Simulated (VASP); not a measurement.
# BaMgAsF (P4/nmm) in VASP: single point with LDA

Aim: the single point of BaMgAsF with LDA.

Program: VASP 6.6.1. These are calculated values, not measurements. Logs are shortened: lines on timing, memory, paths and dates and some standing lists are left out, and cuts for length are marked.

## Step 1: The cell of the first run

Symmetry: P4/nmm, No. 129, tetragonal system. Conventional cell: a = 4.315 Å, b = 4.315 Å, c = 9.312 Å, α = 90.00°, β = 90.00°, γ = 90.00°. Ba (site symmetry 4mm) has 4 F at 2.59 Å and 4 As at 3.48 Å within 3.5 Å. As (site symmetry 4mm) has 4 Mg at 2.65 Å and 4 Ba at 3.48 Å within 3.5 Å. Mg (site symmetry -4m2) has 4 As at 2.65 Å and 4 Mg at 3.05 Å within 3.5 Å. F (site symmetry -4m2) has 4 Ba at 2.59 Å and 4 F at 3.05 Å within 3.4 Å.

## Step 2: Single point, LDA

Contents of INCAR:

```
  PREC = Accurate
  ENCUT = 520
  EDIFF = 1E-6
  ISMEAR = 0
  SIGMA = 0.02
  LREAL = F
  LASPH = T
  NELM = 60
  ALGO = Normal
  ISIF = 2
  LWAVE = F
  LCHARG = F
  GGA = CA
  NBANDS = 34
```

Contents of KPOINTS:

```
Automatic mesh
0
Gamma
  6 6 4
```

Contents of POSCAR:

```
BaMgAsF
1.0
    4.3146704137      0.0000000000      0.0000000000
    0.0000000000      4.3146704137      0.0000000000
    0.0000000000      0.0000000000      9.3115222561
Ba As Mg F
2 2 2 2
Direct
    0.5000000000      0.0000000000      0.1535815367
    0.0000000000      0.5000000000      0.8464184633
    0.5000000000      0.0000000000      0.6656105516
    0.0000000000      0.5000000000      0.3343894484
    0.5000000000      0.5000000000      0.5000000000
    0.0000000000      0.0000000000      0.5000000000
    0.5000000000      0.5000000000      0.0000000000
    0.0000000000      0.0000000000      0.0000000000
```

Potentials or basis: VASP PAW LDA potentials, release 64 (Ba_sv, As, Mg, F).

Started as:

```bash
> cat potpaw_LDA.64/Ba_sv/POTCAR potpaw_LDA.64/As/POTCAR potpaw_LDA.64/Mg/POTCAR potpaw_LDA.64/F/POTCAR > POTCAR
> mpirun -np 1 vasp_std > vasp.out
```

OUTCAR:

```text
PREC = Accurate
   ENCUT = 520
   EDIFF = 1E-6
   ISMEAR = 0
   LREAL = F
   LASPH = T
   NELM = 60
   ISIF = 2
   GGA = CA

 ion  position               nearest neighbor table
   1  0.500  0.000  0.154-   7 2.59   8 2.59   7 2.59   8 2.59   4 3.48   4 3.48   4 3.48   4 3.48
                             5 3.88   6 3.88   5 3.88   6 3.88   2 4.18   2 4.18   2 4.18   2 4.18
   2  0.000  0.500  0.846-   7 2.59   8 2.59   8 2.59   7 2.59   3 3.48   3 3.48   3 3.48   3 3.48
                             5 3.88   5 3.88   6 3.88   6 3.88   1 4.18   1 4.18   1 4.18   1 4.18
   3  0.500  0.000  0.666-   5 2.65   6 2.65   5 2.65   6 2.65   2 3.48   2 3.48   2 3.48   2 3.48

   4  0.000  0.500  0.334-   5 2.65   6 2.65   6 2.65   5 2.65   1 3.48   1 3.48   1 3.48   1 3.48

   5  0.500  0.500  0.500-   3 2.65   4 2.65   3 2.65   4 2.65   6 3.05   6 3.05   6 3.05   6 3.05
                             2 3.88   1 3.88   2 3.88   1 3.88
   6  0.000  0.000  0.500-   3 2.65   4 2.65   4 2.65   3 2.65   5 3.05   5 3.05   5 3.05   5 3.05
                             1 3.88   2 3.88   2 3.88   1 3.88
   7  0.500  0.500  0.000-   1 2.59   2 2.59   1 2.59   2 2.59
   8  0.000  0.000  0.000-   1 2.59   2 2.59   2 2.59   1 2.59

  LATTYP: Found a simple tetragonal cell.
 ALAT       =     4.3146704137
 C/A-ratio  =     2.1581074250

  Lattice vectors:

 A1 = (   4.3146704137,   0.0000000000,   0.0000000000)
 A2 = (   0.0000000000,   4.3146704137,   0.0000000000)
 A3 = (   0.0000000000,   0.0000000000,   9.3115222561)

Analysis of symmetry for initial positions (statically):
=====================================================================
 Subroutine PRICEL returns:
 Original cell was already a primitive cell.

 Routine SETGRP: Setting up the symmetry group for a
 simple tetragonal supercell.

 Subroutine GETGRP returns: Found 16 space group operations
 (whereof  8 operations were pure point group operations)
 out of a pool of 16 trial point group operations.

The static configuration has the point symmetry D_2d.
 The point group associated with its full space group is D_4h.

Analysis of symmetry for dynamics (positions and initial velocities):
=====================================================================
 Subroutine PRICEL returns:
 Original cell was already a primitive cell.

 Routine SETGRP: Setting up the symmetry group for a
 simple tetragonal supercell.

 Subroutine GETGRP returns: Found 16 space group operations
 (whereof  8 operations were pure point group operations)
 out of a pool of 16 trial point group operations.

The dynamic configuration has the point symmetry D_2d.
 The point group associated with its full space group is D_4h.

 Subroutine INISYM returns: Found 16 space group operations
 (whereof  8 operations are pure point group operations),
 and found     1 'primitive' translations

----------------------------------------------------------------------------------------

                                     Primitive cell

  volume of cell :     173.3468

  direct lattice vectors                    reciprocal lattice vectors
     4.314670414  0.000000000  0.000000000     0.231767413  0.000000000  0.000000000
     0.000000000  4.314670414  0.000000000     0.000000000  0.231767413  0.000000000
     0.000000000  0.000000000  9.311522256     0.000000000  0.000000000  0.107393826

  length of vectors
     4.314670414  4.314670414  9.311522256     0.231767413  0.231767413  0.107393826

  position of ions in fractional coordinates (direct lattice)
     0.500000000  0.000000000  0.153581537
     0.000000000  0.500000000  0.846418463
     0.500000000  0.000000000  0.665610552
     0.000000000  0.500000000  0.334389448
     0.500000000  0.500000000  0.500000000
     0.000000000  0.000000000  0.500000000
     0.500000000  0.500000000  0.000000000
     0.000000000  0.000000000  0.000000000

  ion indices of the primitive-cell ions
   primitive index   ion index
                 1           1
                 2           2
                 3           3
                 4           4
                 5           5
                 6           6
                 7           7
                 8           8

----------------------------------------------------------------------------------------

 KPOINTS: Automatic mesh

Automatic generation of k-mesh.
 Grid dimensions read from file:
 generate k-points for:    6    6    4

 Generating k-lattice:

  Cartesian coordinates                     Fractional coordinates (reciprocal lattice)
     0.038627902  0.000000000  0.000000000     0.166666667  0.000000000  0.000000000
     0.000000000  0.038627902  0.000000000     0.000000000  0.166666667  0.000000000
     0.000000000  0.000000000  0.026848456     0.000000000  0.000000000  0.250000000

  Length of vectors
     0.038627902  0.038627902  0.026848456

  Shift w.r.t. Gamma in fractional coordinates (k-lattice)
     0.000000000  0.000000000  0.000000000

 Subroutine IBZKPT returns following result:
 ===========================================

 Found     30 irreducible k-points:

 Following reciprocal coordinates:
            Coordinates               Weight
  0.000000  0.000000  0.000000      1.000000
  0.166667  0.000000  0.000000      4.000000
  0.333333  0.000000  0.000000      4.000000
  0.500000  0.000000  0.000000      2.000000
  0.166667  0.166667  0.000000      4.000000
  0.333333  0.166667  0.000000      8.000000
[... 16 lines left out ...]
  0.333333  0.000000  0.500000      4.000000
  0.500000  0.000000  0.500000      2.000000
 [... further k-points ...]
   k-points           NKPTS =     30   k-points in BZ     NKDIM =     30   number of bands    NBANDS=     34
   number of dos      NEDOS =    301   number of ions     NIONS =      8
   total plane-waves  NPLWV =  71680
   dimension x,y,z NGX =    32 NGY =   32 NGZ =   70
   dimension x,y,z NGXF=    64 NGYF=   64 NGZF=  140
   ions per type =               2   2   2   2
   NGX,Y,Z   is equivalent  to a cutoff of  12.33, 12.33, 12.50 a.u.
   NGXF,Y,Z  is equivalent  to a cutoff of  24.66, 24.66, 25.00 a.u.
 SYSTEM =  unknown system
   PREC   = accura    normal or accurate (medium, high low for compatibility)
   ISTART =      0    job   : 0-new  1-cont  2-samecut
   ICHARG =      2    charge: 1-file 2-atom 10-const
   ISPIN  =      1    spin polarized calculation?
   LNONCOLLINEAR =      F non collinear calculations
   LSORBIT =      F    spin-orbit coupling
   LASPH  =      T    aspherical Exc in radial PAW
   ENCUT  =  520.0 eV  38.22 Ry    6.18 a.u.   8.02  8.02 17.31*2*pi/ulx,y,z
   NELM   =     60;   NELMIN=  2; NELMDL= -5     # of ELM steps
   EDIFF  = 0.1E-05   stopping-criterion for ELM
   LREAL  =      F    real-space projection
   EDIFFG = 0.1E-04   stopping-criterion for IOM
   NSW    =      0    number of steps for IOM
   IBRION =     -1    ionic relax: 0-MD 1-quasi-New 2-CG
   NFREE  =      0    steps in history (QN), initial steepest desc. (CG)
   ISIF   =      2    stress and relaxation
   ISYM   =      2    0-nonsym 1-usesym 2-fastsym
   POTIM  = 0.5000    time-step for ionic-motion
   TEBEG  =    0.0;   TEEND  =   0.0 temperature during run
   PSTRESS=    0.0 pullay stress
   NELECT =      48.0000    total number of electrons
   NUPDOWN=      -1.0000    fix difference up-down
   EMIN   =  10.00;   EMAX   =-10.00  energy-range for DOS
   EFERMI =   0.00;   METHOD = LEGACY
   ISMEAR =     0;   SIGMA  =   0.02  broadening in eV -4-tet -1-fermi 0-gaus
   EFERMI_NEDOS =   21; number of points for ismear=-14 and -15
   IALGO  =     38    algorithm
   IMIX   =      4    mixing-type and parameters
     AMIX     =   0.40;   BMIX     =  1.00
     AMIX_MAG =   1.60;   BMIX_MAG =  1.00
  volume/ion in A,a.u.               =      21.67       146.23
  Fermi-wavevector in a.u.,A,eV,Ry     =   1.067046  2.016425 15.491428  1.138588
  Thomas-Fermi vector in A             =   2.202650
   LORBIT       =      0    0 simple, 1 ext, 2 COOP (PROOUT), +10 PAW based schemes
   GGA     = CA    functional components
   LHFCALC =     F    Hartree Fock is set to
   AEXX    =    0.0000 exact exchange contribution
   IVDW    =     0    specifies the selected vdW correction
   LEPSILON=     F    determine dielectric tensor
   LRPA    =     F    only Hartree local field effects (RPA)
 non-spin polarized calculation
 Gauss-broadening in eV      SIGMA  =   0.02
  energy-cutoff  :      520.00
  volume of cell :      173.35
 maximum number of plane-waves:      4728
   NGX = 17   NGY = 17   NGZ = 35

 number of electron      47.9999974 magnetization

 Free energy of the ion-electron system (eV)
  ---------------------------------------------------
  ext. energy  EPLUGINS =         0.00000000
  ---------------------------------------------------
  free energy    TOTEN  =       -40.44824387 eV

  energy without entropy =      -40.44824387  energy(sigma->0) =      -40.44824387

 E-fermi :   2.7800     XC(G=0):  -9.6708

 val. band max:        2.6764330213   @ k =   0.0000   0.0000   0.0000
 cond. band min:       4.1189225356   @ k =   0.0000   0.0000   0.0000
 fundamental gap:      1.4424895144
 Fermi energy:         2.7800016639

 k-point     1 :       0.0000    0.0000    0.0000
  band No.  band energies     occupation
      1     -24.3766      2.00000
      2     -24.0991      2.00000
      3     -20.4175      2.00000
      4     -20.3977      2.00000
      5      -9.6134      2.00000
      6      -9.6134      2.00000
[... 26 lines left out ...]
     33       8.6147      0.00000
     34       8.6315      0.00000

 k-point     2 :       0.1667    0.0000    0.0000
  band No.  band energies     occupation
      1     -24.3414      2.00000
      2     -24.0986      2.00000
      3     -20.4460      2.00000
      4     -20.4251      2.00000
      5      -9.7355      2.00000
      6      -9.5763      2.00000
[... 26 lines left out ...]
     33       7.9311      0.00000
     34       8.3990      0.00000
[... 775 lines left out ...]
     33       8.0192      0.00000
     34       8.2358      0.00000

 k-point    24 :       0.5000    0.0000    0.5000
  band No.  band energies     occupation
      1     -24.1651      2.00000
      2     -24.1651      2.00000
      3     -20.5209      2.00000
      4     -20.5209      2.00000
      5      -9.6438      2.00000
      6      -9.6438      2.00000
[... 26 lines left out ...]
     33       7.9335      0.00000
     34       7.9335      0.00000

 [... further k-points ...]

------------------------ aborting loop because EDIFF is reached ----------------------------------------

  FORCE on cell =-STRESS in cart. coord.  units (eV):
  Direction    XX          YY          ZZ          XY          YZ          ZX
  --------------------------------------------------------------------------------------
  -------------------------------------------------------------------------------------
  Total        0.8355799      0.8355799      0.6583926      0.0000000      0.0000000     -0.0000000
  in kB        7.7229390      7.7229390      6.0852662      0.0000000      0.0000000     -0.0000000
  external PRESSURE =       7.1770481 kB  Pullay stress =       0.0000000 kB

 VOLUME and BASIS-vectors are now :
 -----------------------------------------------------------------------------
  energy-cutoff  :      520.00
  volume of cell :      173.35
      direct lattice vectors                 reciprocal lattice vectors
     4.314670414  0.000000000  0.000000000     0.231767413  0.000000000  0.000000000
     0.000000000  4.314670414  0.000000000     0.000000000  0.231767413  0.000000000
     0.000000000  0.000000000  9.311522256     0.000000000  0.000000000  0.107393826

 POSITION                                       TOTAL-FORCE (eV/Angst)
 -----------------------------------------------------------------------------------
      2.15734      0.00000      1.43008         0.000000     -0.000000      0.192544
      0.00000      2.15734      7.88144        -0.000000      0.000000     -0.192544
      2.15734      0.00000      6.19785         0.000000     -0.000000     -0.035149
      0.00000      2.15734      3.11367         0.000000     -0.000000      0.035149
      2.15734      2.15734      4.65576         0.000000     -0.000000      0.000000
      0.00000      0.00000      4.65576         0.000000      0.000000      0.000000
      2.15734      2.15734      0.00000         0.000000     -0.000000      0.000000
      0.00000      0.00000      0.00000         0.000000      0.000000      0.000000
 -----------------------------------------------------------------------------------
    total drift:                                0.000000     -0.000000     -0.000000

  FREE ENERGIE OF THE ION-ELECTRON SYSTEM (eV)
  ---------------------------------------------------
  free  energy   TOTEN  =       -40.4482438701 eV

  energy  without entropy=      -40.4482438701  energy(sigma->0) =      -40.44824387
```

Wall time 4 min (1 thread of Oxide Virtual Turin-like, shared host); peak memory 0.3 GiB.

What came out:

```yaml
Free_energy: -40.4482 eV
Pressure: 0.7 GPa
Largest_force: 0.193 eV/Å
Band_gap_on_the_k_mesh: 1.44 eV
```

Forces on the atoms (eV/Å):
```
Ba   0.000  0.000  0.193
Ba   0.000  0.000 -0.193
As   0.000  0.000 -0.035
As   0.000  0.000  0.035
Mg   0.000  0.000  0.000
Mg   0.000  0.000  0.000
F    0.000  0.000  0.000
F    0.000  0.000  0.000
```

Caveat: spin-orbit coupling is left out, which moves the levels of the heavy elements. A k mesh can miss the band edges.
